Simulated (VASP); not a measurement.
# ZrB2 (P6/mmm) in VASP: further runs, part 3 of 3

VASP 6.6.1.

## (6) Electric field gradients, LDA (volume scaled by 0.96)

File INCAR:

```
PREC = Accurate ; ENCUT = 520
EDIFF = 1E-8 ; ISMEAR = -1
SIGMA = 0.03 ; LREAL = F
LASPH = T ; NELM = 80
ALGO = Normal ; ISIF = 2
LWAVE = F ; LCHARG = F
LEFG = T ; NBANDS = 16
```

File KPOINTS:

```
regular mesh
0
Gamma
  13 13 10
```

File POSCAR:

```
ZrB2
1.0
    3.1222243140      0.0000000000      0.0000000000
   -1.5611121570      2.7039255722      0.0000000000
    0.0000000000      0.0000000000      3.4724266007
Zr B
1 2
Direct
    0.0000000000      0.0000000000      0.0000000000
    0.3333333333      0.6666666667      0.5000000000
    0.6666666667      0.3333333333      0.5000000000
```

Potentials or basis: VASP PAW LDA potentials, release 64 (Zr_sv, B).

The run is started by

```console
cat potpaw_LDA.64/Zr_sv/POTCAR potpaw_LDA.64/B/POTCAR > POTCAR
mpirun -np 1 vasp_std > vasp.out
```

OUTCAR:

```text
PREC = Accurate
   ENCUT = 520
   EDIFF = 1E-8
   ISMEAR = -1
   LREAL = F
   LASPH = T
   NELM = 80
   ISIF = 2

 ion  position               nearest neighbor table
   1  0.000  0.000  0.000-   2 2.50   3 2.50   2 2.50   3 2.50   2 2.50   2 2.50   3 2.50   3 2.50
                             3 2.50   3 2.50   2 2.50   2 2.50
   2  0.333  0.667  0.500-   3 1.80   3 1.80   3 1.80   1 2.50   1 2.50   1 2.50   1 2.50   1 2.50
                             1 2.50
   3  0.667  0.333  0.500-   2 1.80   2 1.80   2 1.80   1 2.50   1 2.50   1 2.50   1 2.50   1 2.50
                             1 2.50

  LATTYP: Found a hexagonal cell.
 ALAT       =     3.1222243140
 C/A-ratio  =     1.1121643583

  Lattice vectors:

 A1 = (   3.1222243140,   0.0000000000,   0.0000000000)
 A2 = (  -1.5611121570,   2.7039255722,   0.0000000000)
 A3 = (   0.0000000000,   0.0000000000,   3.4724266007)

Analysis of symmetry for initial positions (statically):
=====================================================================
 Subroutine PRICEL returns:
 Original cell was already a primitive cell.

 Routine SETGRP: Setting up the symmetry group for a
 hexagonal supercell.

 Subroutine GETGRP returns: Found 24 space group operations
 (whereof 24 operations were pure point group operations)
 out of a pool of 24 trial point group operations.

The static configuration has the point symmetry D_6h.

Analysis of symmetry for dynamics (positions and initial velocities):
=====================================================================
 Subroutine PRICEL returns:
 Original cell was already a primitive cell.

[... 617 lines left out ...]
     15      18.0411      0.00000
     16      18.7366      0.00000

 [... further k-points ...]

------------------------ aborting loop because EDIFF is reached ----------------------------------------

  FORCE on cell =-STRESS in cart. coord.  units (eV):
  Direction    XX          YY          ZZ          XY          YZ          ZX
  --------------------------------------------------------------------------------------
  -------------------------------------------------------------------------------------
  Total        0.6196002      0.6196002      0.7255531      0.0000000      0.0000000      0.0000000
  in kB       33.8633711     33.8633711     39.6540815      0.0000000      0.0000000      0.0000000
  external PRESSURE =      35.7936079 kB  Pullay stress =       0.0000000 kB

 VOLUME and BASIS-vectors are now :
 -----------------------------------------------------------------------------
  energy-cutoff  :      520.00
  volume of cell :       29.32
      direct lattice vectors                 reciprocal lattice vectors
     3.122224314  0.000000000  0.000000000     0.320284483  0.184916332  0.000000000
    -1.561112157  2.703925572  0.000000000     0.000000000  0.369832665  0.000000000
     0.000000000  0.000000000  3.472426601     0.000000000  0.000000000  0.287983049

 POSITION                                       TOTAL-FORCE (eV/Angst)
 -----------------------------------------------------------------------------------
      0.00000      0.00000      0.00000         0.000000      0.000000      0.000000
     -0.00000      1.80262      1.73621         0.000000      0.000000      0.000000
      1.56111      0.90131      1.73621        -0.000000     -0.000000      0.000000
 -----------------------------------------------------------------------------------
    total drift:                               -0.000000      0.000000      0.000000

  FREE ENERGIE OF THE ION-ELECTRON SYSTEM (eV)
  ---------------------------------------------------
  free  energy   TOTEN  =       -27.4778487739 eV

  energy  without entropy=      -27.4766884454  energy(sigma->0) =      -27.47726861

 Electric field gradients (V/A^2)
---------------------------------------------------------------------
 ion       V_xx      V_yy      V_zz      V_xy      V_xz      V_yz
---------------------------------------------------------------------
   1     -22.554   -22.554    45.108    -0.000    -0.000     0.000
   2      -0.858    -0.858     1.717    -0.000     0.000    -0.000
   3      -0.858    -0.858     1.717    -0.000     0.000    -0.000
---------------------------------------------------------------------

 Electric field gradients after diagonalization (V/A^2)
 (convention: |V_zz| > |V_xx| > |V_yy|)
----------------------------------------------------------------------
 ion       V_xx      V_yy      V_zz     asymmetry (V_yy - V_xx)/ V_zz
----------------------------------------------------------------------
   1     -22.554   -22.554    45.108       0.000
   2      -0.858    -0.858     1.717       0.000
   3      -0.858    -0.858     1.717       0.000
----------------------------------------------------------------------

           NMR quadrupolar parameters

 Cq : quadrupolar parameter    Cq=e*Q*V_zz/h
 eta: asymmetry parameters     (V_yy - V_xx)/ V_zz
 Q  : nuclear electric quadrupole moment in mb (millibarn)
----------------------------------------------------------------------
 ion       Cq(MHz)       eta       Q (mb)
----------------------------------------------------------------------
   1       0.109       0.000       1.000
   2       0.004       0.000       1.000
   3       0.004       0.000       1.000
----------------------------------------------------------------------
```

OSZICAR:

```text
N       E                     dE             d eps       ncg     rms          rms(c)
DAV:   1     0.993975773362E+02    0.99398E+02   -0.96914E+03  4032   0.113E+03
DAV:   2    -0.262714183849E+02   -0.12567E+03   -0.12061E+03  5312   0.294E+02
DAV:   3    -0.302874853219E+02   -0.40161E+01   -0.40019E+01  6112   0.445E+01
DAV:   4    -0.303374147177E+02   -0.49929E-01   -0.49923E-01  4920   0.460E+00
DAV:   5    -0.303382408071E+02   -0.82609E-03   -0.82608E-03  6120   0.415E-01    0.239E+01
DAV:   6    -0.275379789809E+02    0.28003E+01   -0.60881E+00  5256   0.168E+01    0.969E+00
DAV:   7    -0.274817788647E+02    0.56200E-01   -0.65463E-01  5528   0.507E+00    0.364E+00
DAV:   8    -0.274835875235E+02   -0.18087E-02   -0.12085E-01  4856   0.283E+00    0.402E-01
DAV:   9    -0.274782093466E+02    0.53782E-02   -0.24392E-02  4912   0.122E+00    0.191E-01
DAV:  10    -0.274778460297E+02    0.36332E-03   -0.18069E-03  4720   0.391E-01    0.470E-02
DAV:  11    -0.274778501668E+02   -0.41371E-05   -0.61242E-05  5272   0.739E-02    0.128E-02
DAV:  12    -0.274778490980E+02    0.10688E-05   -0.41912E-06  4992   0.186E-02    0.677E-03
DAV:  13    -0.274778487694E+02    0.32854E-06   -0.64328E-07  5840   0.730E-03    0.107E-03
DAV:  14    -0.274778487739E+02   -0.44522E-08   -0.30858E-08  4688   0.142E-03
   1 F= -.27477849E+02 E0= -.27477269E+02  d E =-.116033E-02
```

stdout:

```text
POSCAR found type information on POSCAR ZrB
 POSCAR found :  2 types and       3 ions
 scaLAPACK will be used
 LDA part: xc-table for (Slater(with rela. corr.)+CA(PZ))
 , standard interpolation
 POSCAR, INCAR and KPOINTS ok, starting setup
 FFT: planning ... GRIDC
 FFT: planning ... GRID_SOFT
 FFT: planning ... GRID
 WAVECAR not read
 entering main loop
ion   1

ion   2

ion   3
```

Run time: 85 s. Hardware: 1 thread of AMD EPYC 7R13, shared host; peak memory 0.14 GiB.

What came out:

```
Free energy            : -27.4778 eV
Pressure               : 3.6 GPa
Band gap on the k mesh : zero (band 9 reaches 11.62 eV, above the bottom of band 10 at 10.70 eV)
```

Electric field gradients, principal values (V/Å²):
| atom | least | middle | greatest (by size) |
| --- | --- | --- | --- |
| 1 Zr | -22.554 | -22.554 | 45.108 |
| 2 B | -0.858 | -0.858 | 1.717 |
| 3 B | -0.858 | -0.858 | 1.717 |

Caveat: without QUAD_EFG the Cq values of the log hold for a quadrupole moment of 1 mb, not for the nuclei.

## (7) The runs side by side

```tsv
cell	gap on the mesh (eV)	pressure (GPa)
a = 3.176, b = 3.176, c = 3.532 Å, angles 90.0, 90.0, 120.0°, 3 atoms	none	-9.1
a = 3.207, b = 3.207, c = 3.566 Å, angles 90.0, 90.0, 120.0°, 3 atoms	none	-15.3
a = 3.122, b = 3.122, c = 3.472 Å, angles 90.0, 90.0, 120.0°, 3 atoms	none	3.6
```

Alike in all rows: task electric field gradients; level LDA; potentials or basis VASP PAW LDA potentials, release 64 (Zr_sv, B); no spin polarisation; k mesh 13 × 13 × 10; cutoff (eV) 520; smearing fermi-dirac 0.03 eV.

Absolute energies hang on the potentials; compare differences alone.
